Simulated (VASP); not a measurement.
Input of a VASP 6.6.1 run:

File INCAR:

```
PREC = Accurate ; ENCUT = 520
EDIFF = 1E-6 ; ISMEAR = -1
SIGMA = 0.08 ; LREAL = False
LASPH = True ; NELM = 80
ALGO = Normal ; ISIF = 2
LWAVE = False ; LCHARG = True
GGA = PE ; LELF = True
LVHAR = True ; NBANDS = 11
```

Contents of KPOINTS:

```
regular mesh
0
Gamma
  12 12 12
```

POSCAR

```
Sr
1.0
    0.0000000000      2.7552055670      2.7552055670
    2.7552055670      0.0000000000      2.7552055670
    2.7552055670      2.7552055670      0.0000000000
Sr
1
Direct
    0.0000000000      0.0000000000      0.0000000000
```

Potentials or basis: VASP PAW PBE potentials, release 64 (Sr_sv).

Run with:

```sh
$ cat potpaw_PBE.64/Sr_sv/POTCAR > POTCAR
$ mpirun -np 1 vasp_std > vasp.out
```

Problem. Predict the pressure.

Solution. 5.0 GPa.
